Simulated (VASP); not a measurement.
Crystal: PrBe3Si.

```xyz
10
Lattice="5.2996 0.0000 0.0000 -2.6498 4.5896 0.0000 0.0000 0.0000 5.2586" Properties=species:S:1:pos:R:3 pbc="T T T"
Pr    0.0000    0.0000    0.0000
Pr    0.0000    0.0000    2.6293
Be    2.6498    0.0000    1.2736
Be    1.3249    2.2948    1.2736
Be   -1.3249    2.2948    1.2736
Be   -1.3249    2.2948    3.9849
Be    1.3249    2.2948    3.9849
Be    2.6498    0.0000    3.9849
Si    0.0000    3.0598    2.6293
Si    2.6498    1.5299    2.6293
```

The cell was generated, and may not be a known phase.

* Program: VASP 6.6.1
* Task: relaxation of cell and atoms
* Functional: PBE
* Potentials or basis: VASP PAW PBE potentials, release 64 (Pr_3, Be, Si), 4f in core
* Cutoff: 600 eV
* k mesh: 4 × 4 × 3
* Occupations: gaussian, width 0.2 eV
* Spin: no spin polarisation

At the start: pressure 29.0 GPa; volume 12.79 Å³/atom.

Question: How do energy, volume and symmetry change on relaxing?

Answer: Over 9 steps the energy falls by 409.1 meV/atom and the volume is 14.87 Å³/atom (+16.2 %); space group P6/mmm (No. 191, to 0.1 Å) before and after.

Step by step:
| step | energy change (eV) | largest force (eV/Å) | pressure (GPa) | volume (Å³) |
| --- | --- | --- | --- | --- |
| 1 | 0.0000 | 2.8347 | 29.05 | 127.91 |
| 2 | -3.1602 | 0.1171 | -8.81 | 175.18 |
| 3 | -3.6699 | 0.6180 | -2.50 | 159.26 |
| 4 | -3.6700 | 0.6455 | -2.14 | 158.59 |
| 5 | -3.8361 | 0.5575 | -1.06 | 154.77 |
| 6 | -3.9678 | 0.3464 | 1.66 | 147.21 |
| 7 | -4.0593 | 0.0854 | 0.26 | 148.69 |
| 8 | -4.0712 | 0.0616 | -0.31 | 149.43 |
| 9 | -4.0908 | 0.0596 | 0.39 | 148.67 |

Final structure:
```
CELL_PARAMETERS angstrom
5.42555 0.00000 0.00000
-2.71278 4.69867 0.00000
0.00000 0.00000 5.83196
ATOMIC_POSITIONS crystal
Pr 0.00000 0.00000 0.00000
Pr 0.00000 0.00000 0.50000
Be 0.50000 0.00000 0.19601
Be 0.50000 0.50000 0.19601
Be 0.00000 0.50000 0.19601
Be 0.00000 0.50000 0.80399
Be 0.50000 0.50000 0.80399
Be 0.50000 0.00000 0.80399
Si 0.33333 0.66667 0.50000
Si 0.66667 0.33333 0.50000
```

Caveat: the k points lie up to 0.36 Å⁻¹ apart in the final cell, too coarse for converged energies and pressures of a metal; the volume moved by over 15 % at a fixed basis, so the end points are rough; the relaxation stopped at a loose force limit of 0.08 eV/Å, so its end isn't a converged minimum.
